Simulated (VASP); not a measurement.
# Ge (Pm-3m) in VASP: single point with PBE

Aim: the single point of Ge with PBE.

All numbers are computed with VASP 6.6.1; they aren't measurements. Logs are shortened: lines on timing, memory, paths and dates and some standing lists are left out, and cuts for length are marked.

### Step 1. The cell of the first run

It takes space group Pm-3m (No. 221, cubic). The conventional cell has a = 2.726 Å, b = 2.726 Å, c = 2.726 Å, α = 90.00°, β = 90.00°, γ = 90.00°. Ge (site symmetry m-3m) has 6 Ge at 2.73 Å within 3.6 Å.

### Step 2. Single point, PBE

INCAR

```
PREC = Accurate ; ENCUT = 520
EDIFF = 1E-7 ; ISMEAR = -1
SIGMA = 0.13605693000000002 ; LREAL = F
LASPH = T ; NELM = 60
ALGO = Normal ; ISIF = 2
LWAVE = F ; LCHARG = F
GGA = PE ; NBANDS = 13
```

KPOINTS

```
Automatic mesh
0
Gamma
  12 12 12
```

POSCAR

```
Ge
1.0
    2.7259949233      0.0000000000      0.0000000000
    0.0000000000      2.7259949233      0.0000000000
    0.0000000000      0.0000000000      2.7259949233
Ge
1
Direct
    0.0000000000      0.0000000000      0.0000000000
```

Potentials or basis: VASP PAW PBE potentials, release 64 (Ge_d).

Started as:

```bash
$ cat potpaw_PBE.64/Ge_d/POTCAR > POTCAR
$ mpirun -np 1 vasp_std > vasp.out
```

OUTCAR:

```text
PREC = Accurate
   ENCUT = 520
   EDIFF = 1E-7
   ISMEAR = -1
   LREAL = F
   LASPH = T
   NELM = 60
   ISIF = 2
   GGA = PE

 ion  position               nearest neighbor table
   1  0.000  0.000  0.000-

  LATTYP: Found a simple cubic cell.
 ALAT       =     2.7259949233

  Lattice vectors:

 A1 = (   2.7259949233,   0.0000000000,   0.0000000000)
 A2 = (   0.0000000000,   2.7259949233,   0.0000000000)
 A3 = (   0.0000000000,   0.0000000000,   2.7259949233)

Analysis of symmetry for initial positions (statically):
=====================================================================
 Subroutine PRICEL returns:
 Original cell was already a primitive cell.

 Routine SETGRP: Setting up the symmetry group for a
 simple cubic supercell.

 Subroutine GETGRP returns: Found 48 space group operations
 (whereof 48 operations were pure point group operations)
 out of a pool of 48 trial point group operations.

The static configuration has the point symmetry O_h .

Analysis of symmetry for dynamics (positions and initial velocities):
=====================================================================
 Subroutine PRICEL returns:
 Original cell was already a primitive cell.

 Routine SETGRP: Setting up the symmetry group for a
 simple cubic supercell.

 Subroutine GETGRP returns: Found 48 space group operations
 (whereof 48 operations were pure point group operations)
 out of a pool of 48 trial point group operations.

The dynamic configuration has the point symmetry O_h .

 Subroutine INISYM returns: Found 48 space group operations
 (whereof 48 operations are pure point group operations),
 and found     1 'primitive' translations

----------------------------------------------------------------------------------------

                                     Primitive cell

  volume of cell :      20.2570

  direct lattice vectors                    reciprocal lattice vectors
     2.725994923  0.000000000  0.000000000     0.366838541  0.000000000  0.000000000
     0.000000000  2.725994923  0.000000000     0.000000000  0.366838541  0.000000000
     0.000000000  0.000000000  2.725994923     0.000000000  0.000000000  0.366838541

  length of vectors
     2.725994923  2.725994923  2.725994923     0.366838541  0.366838541  0.366838541

  position of ions in fractional coordinates (direct lattice)
     0.000000000  0.000000000  0.000000000

  ion indices of the primitive-cell ions
   primitive index   ion index
                 1           1

----------------------------------------------------------------------------------------

 KPOINTS: Automatic mesh

Automatic generation of k-mesh.
 Grid dimensions read from file:
 generate k-points for:   12   12   12

 Generating k-lattice:

  Cartesian coordinates                     Fractional coordinates (reciprocal lattice)
     0.030569878  0.000000000  0.000000000     0.083333333  0.000000000  0.000000000
     0.000000000  0.030569878  0.000000000     0.000000000  0.083333333  0.000000000
     0.000000000  0.000000000  0.030569878     0.000000000  0.000000000  0.083333333

  Length of vectors
     0.030569878  0.030569878  0.030569878

  Shift w.r.t. Gamma in fractional coordinates (k-lattice)
     0.000000000  0.000000000  0.000000000

 Subroutine IBZKPT returns following result:
 ===========================================

 Found     84 irreducible k-points:

 Following reciprocal coordinates:
            Coordinates               Weight
  0.000000  0.000000  0.000000      1.000000
  0.083333  0.000000  0.000000      6.000000
  0.166667  0.000000  0.000000      6.000000
  0.250000  0.000000  0.000000      6.000000
  0.333333  0.000000  0.000000      6.000000
  0.416667  0.000000  0.000000      6.000000
[... 16 lines left out ...]
  0.333333  0.333333  0.000000     12.000000
  0.416667  0.333333  0.000000     24.000000
 [... further k-points ...]
   k-points           NKPTS =     84   k-points in BZ     NKDIM =     84   number of bands    NBANDS=     13
   number of dos      NEDOS =    301   number of ions     NIONS =      1
   total plane-waves  NPLWV =   8000
   dimension x,y,z NGX =    20 NGY =   20 NGZ =   20
   dimension x,y,z NGXF=    40 NGYF=   40 NGZF=   40
   ions per type =               1
   NGX,Y,Z   is equivalent  to a cutoff of  12.20, 12.20, 12.20 a.u.
   NGXF,Y,Z  is equivalent  to a cutoff of  24.39, 24.39, 24.39 a.u.
 SYSTEM =  unknown system
   PREC   = accura    normal or accurate (medium, high low for compatibility)
   ISTART =      0    job   : 0-new  1-cont  2-samecut
   ICHARG =      2    charge: 1-file 2-atom 10-const
   ISPIN  =      1    spin polarized calculation?
   LNONCOLLINEAR =      F non collinear calculations
   LSORBIT =      F    spin-orbit coupling
   LASPH  =      T    aspherical Exc in radial PAW
   ENCUT  =  520.0 eV  38.22 Ry    6.18 a.u.   5.07  5.07  5.07*2*pi/ulx,y,z
   NELM   =     60;   NELMIN=  2; NELMDL= -5     # of ELM steps
   EDIFF  = 0.1E-06   stopping-criterion for ELM
   LREAL  =      F    real-space projection
   EDIFFG = 0.1E-05   stopping-criterion for IOM
   NSW    =      0    number of steps for IOM
   IBRION =     -1    ionic relax: 0-MD 1-quasi-New 2-CG
   NFREE  =      0    steps in history (QN), initial steepest desc. (CG)
   ISIF   =      2    stress and relaxation
   ISYM   =      2    0-nonsym 1-usesym 2-fastsym
   POTIM  = 0.5000    time-step for ionic-motion
   TEBEG  =    0.0;   TEEND  =   0.0 temperature during run
   PSTRESS=    0.0 pullay stress
   NELECT =      14.0000    total number of electrons
   NUPDOWN=      -1.0000    fix difference up-down
   EMIN   =  10.00;   EMAX   =-10.00  energy-range for DOS
   EFERMI =   0.00;   METHOD = LEGACY
   ISMEAR =    -1;   SIGMA  =   0.14  broadening in eV -4-tet -1-fermi 0-gaus
   EFERMI_NEDOS =   21; number of points for ismear=-14 and -15
   IALGO  =     38    algorithm
   IMIX   =      4    mixing-type and parameters
     AMIX     =   0.40;   BMIX     =  1.00
     AMIX_MAG =   1.60;   BMIX_MAG =  1.00
  volume/ion in A,a.u.               =      20.26       136.70
  Fermi-wavevector in a.u.,A,eV,Ry     =   1.447413  2.735214 28.504265  2.095004
  Thomas-Fermi vector in A             =   2.565371
   LORBIT       =      0    0 simple, 1 ext, 2 COOP (PROOUT), +10 PAW based schemes
   GGA     = PE    functional components
   LHFCALC =     F    Hartree Fock is set to
   AEXX    =    0.0000 exact exchange contribution
   IVDW    =     0    specifies the selected vdW correction
   LEPSILON=     F    determine dielectric tensor
   LRPA    =     F    only Hartree local field effects (RPA)
 non-spin polarized calculation
  energy-cutoff  :      520.00
  volume of cell :       20.26
 maximum number of plane-waves:       560
   NGX = 11   NGY = 11   NGZ = 11

 number of electron      13.9999989 magnetization

 Free energy of the ion-electron system (eV)
  ---------------------------------------------------
  ext. energy  EPLUGINS =         0.00000000
  ---------------------------------------------------
  free energy    TOTEN  =        -4.27284770 eV

  energy without entropy =       -4.23597717  energy(sigma->0) =       -4.25441244

 E-fermi :   5.7778     XC(G=0): -10.8276

 val. band max:        5.7610294318   @ k =   0.5000   0.5000   0.4167
 cond. band min:       5.7792138840   @ k =   0.4167   0.3333   0.0000
 fundamental gap:      0.0181844521
 Fermi energy:         5.7778293377

 k-point     1 :       0.0000    0.0000    0.0000
  band No.  band energies     occupation
      1     -18.9163      2.00000
      2     -18.9163      2.00000
      3     -18.6849      2.00000
      4     -18.6849      2.00000
      5     -18.6849      2.00000
      6      -6.8561      2.00000
      7      12.2350      0.00000
      8      12.2350      0.00000
      9      12.2350      0.00000
     10      15.6996      0.00000
     11      15.6996      0.00000
     12      17.9927      0.00000
     13      34.1458      0.00000

 k-point     2 :       0.0833    0.0000    0.0000
  band No.  band energies     occupation
      1     -18.9155      2.00000
      2     -18.9041      2.00000
      3     -18.6890      2.00000
      4     -18.6890      2.00000
      5     -18.6845      2.00000
      6      -6.7225      2.00000
      7      10.4707      0.00000
      8      12.3626      0.00000
      9      12.3626      0.00000
     10      15.8192      0.00000
     11      16.8750      0.00000
     12      18.9305      0.00000
     13      31.2453      0.00000

 k-point     3 :       0.1667    0.0000    0.0000
  band No.  band energies     occupation
      1     -18.9132      2.00000
      2     -18.8707      2.00000
      3     -18.7000      2.00000
      4     -18.7000      2.00000
      5     -18.6836      2.00000
      6      -6.3234      2.00000
      7       7.7981      0.00000
      8      12.7360      0.00000
      9      12.7360      0.00000
     10      16.1754      0.00000
     11      17.6241      0.00000
     12      21.8591      0.00000
     13      28.4640      0.00000
[... 305 lines left out ...]
 k-point    23 :       0.3333    0.3333    0.0000
  band No.  band energies     occupation
      1     -18.8401      2.00000
      2     -18.7902      2.00000
      3     -18.7256      2.00000
      4     -18.7246      2.00000
      5     -18.6939      2.00000
      6      -2.7195      2.00000
      7       4.4899      1.99985
      8       5.3436      1.92104
      9      13.3949      0.00000
     10      15.8374      0.00000
     11      20.5980      0.00000
     12      25.4929      0.00000
     13      26.2107      0.00000

 k-point    24 :       0.4167    0.3333    0.0000
  band No.  band energies     occupation
      1     -18.8325      2.00000
      2     -18.8048      2.00000
      3     -18.7358      2.00000
      4     -18.7239      2.00000
      5     -18.6642      2.00000
      6      -1.7228      2.00000
      7       3.0148      2.00000
      8       5.7792      0.99491
      9      11.8050      0.00000
     10      16.5027      0.00000
     11      21.6731      0.00000
     12      24.3538      0.00000
     13      24.7396      0.00000

 [... further k-points ...]

------------------------ aborting loop because EDIFF is reached ----------------------------------------

  FORCE on cell =-STRESS in cart. coord.  units (eV):
  Direction    XX          YY          ZZ          XY          YZ          ZX
  --------------------------------------------------------------------------------------
  -------------------------------------------------------------------------------------
  Total       -0.1165571     -0.1165571     -0.1165571      0.0000000      0.0000000      0.0000000
  in kB       -9.2187977     -9.2187977     -9.2187977      0.0000000      0.0000000      0.0000000
  external PRESSURE =      -9.2187977 kB  Pullay stress =       0.0000000 kB

 VOLUME and BASIS-vectors are now :
 -----------------------------------------------------------------------------
  energy-cutoff  :      520.00
  volume of cell :       20.26
      direct lattice vectors                 reciprocal lattice vectors
     2.725994923  0.000000000  0.000000000     0.366838541  0.000000000  0.000000000
     0.000000000  2.725994923  0.000000000     0.000000000  0.366838541  0.000000000
     0.000000000  0.000000000  2.725994923     0.000000000  0.000000000  0.366838541

 POSITION                                       TOTAL-FORCE (eV/Angst)
 -----------------------------------------------------------------------------------
      0.00000      0.00000      0.00000         0.000000      0.000000      0.000000
 -----------------------------------------------------------------------------------
    total drift:                               -0.000000      0.000000     -0.000000

  FREE ENERGIE OF THE ION-ELECTRON SYSTEM (eV)
  ---------------------------------------------------
  free  energy   TOTEN  =        -4.2728477044 eV

  energy  without entropy=       -4.2359771692  energy(sigma->0) =       -4.25441244
```

Run time: 9.3 s. Hardware: 1 thread of AMD EPYC 9R45 (Zen 5), shared host; peak memory 0.1 GiB.

Results:

```yaml
Free_energy: -4.2728 eV
Pressure: -0.9 GPa
Band_gap_on_the_k_mesh: zero (band 7 reaches 12.23 eV, above the bottom of band 8 at 3.27 eV)
```

Levels at points of the mesh, in eV from the Fermi level:
```
           k point  band 3  band 4  band 5  band 6  band 7  band 8  band 9  band 10  band 11  band 12
(0.00, 0.00, 0.00)  -24.46  -24.46  -24.46  -12.63    6.46    6.46    6.46     9.92     9.92    12.21
(0.50, 0.00, 0.00)  -24.52  -24.51  -24.46   -9.00   -5.50    9.24    9.24    13.07    15.02    16.13
(0.50, 0.50, 0.00)  -24.52  -24.52  -24.39   -5.17   -2.50   -2.50    3.19    11.95    19.14    19.14
(0.50, 0.50, 0.50)  -24.60  -24.39  -24.39   -0.76    0.29    0.29    0.29     6.85     6.85     6.85
```
